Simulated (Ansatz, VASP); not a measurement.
Mg3GeN in VASP and in Ansatz

Contents of INCAR:

```
PREC = Accurate ; ENCUT = 520
EDIFF = 1E-7 ; ISMEAR = 0
SIGMA = 0.1 ; LREAL = False
LASPH = True ; NELM = 100
ALGO = Normal ; ISIF = 2
LWAVE = False ; LCHARG = True
GGA = PE ; LELF = True
LVHAR = True ; NBANDS = 20
```

KPOINTS

```
regular mesh
0
Gamma
  10 10 10
```

Contents of POSCAR:

```
Mg3GeN
1.0
    4.2332194000      0.0000000000      0.0000000000
    0.0000000000      4.2332194000      0.0000000000
    0.0000000000      0.0000000000      4.2332194000
Mg Ge N
3 1 1
Direct
    0.5000000000      0.0000000000      0.0000000000
    0.0000000000      0.5000000000      0.0000000000
    0.0000000000      0.0000000000      0.5000000000
    0.5000000000      0.5000000000      0.5000000000
    0.0000000000      0.0000000000      0.0000000000
```

Input for Ansatz:

```yaml
crystal:
  lattice:
    - [4.2332194, 0.0, 0.0]
    - [0.0, 4.2332194, 0.0]
    - [0.0, 0.0, 4.2332194]
  atoms:
    - { symbol: Mg, position: [0.5, 0.0, 0.0] }
    - { symbol: Mg, position: [0.0, 0.5, 0.0] }
    - { symbol: Mg, position: [0.0, 0.0, 0.5] }
    - { symbol: Ge, position: [0.5, 0.5, 0.5] }
    - { symbol: "N", position: [0.0, 0.0, 0.0] }
basis:
  ecutwfc: 420
kpoints:
  mp_grid: { grid: [10, 10, 10] }
hamiltonian:
  xc: pbe
scf:
  occupations: { method: gaussian, width: 0.1 }
output:
  forces: true
  stress: true
  eigenvalues: true
```

Alike in both runs: task single point; functional PBE; k mesh 10 × 10 × 10; occupations gaussian, width 0.1 eV; no spin polarisation.

```csv
,VASP,Ansatz
version,VASP 6.6.1,Ansatz 0.2.0
potentials or method,"VASP PAW PBE potentials, release 64 (Mg, Ge_d, N), cutoff 520 eV","scalar-relativistic, plane waves, PAW"
valence electrons in the cell,25,49
```

```tsv
	VASP	Ansatz	Ansatz less VASP
gap on the k mesh at the Fermi level (eV)	none	none	-
pressure (GPa)	2.3	2.5	+0.28
```

A gap of «none» marks a metal or a gap that the smearing closes. VASP's potentials hold 25 valence electrons a cell and Ansatz's 49, so a difference there can come from the potentials and not from the codes.
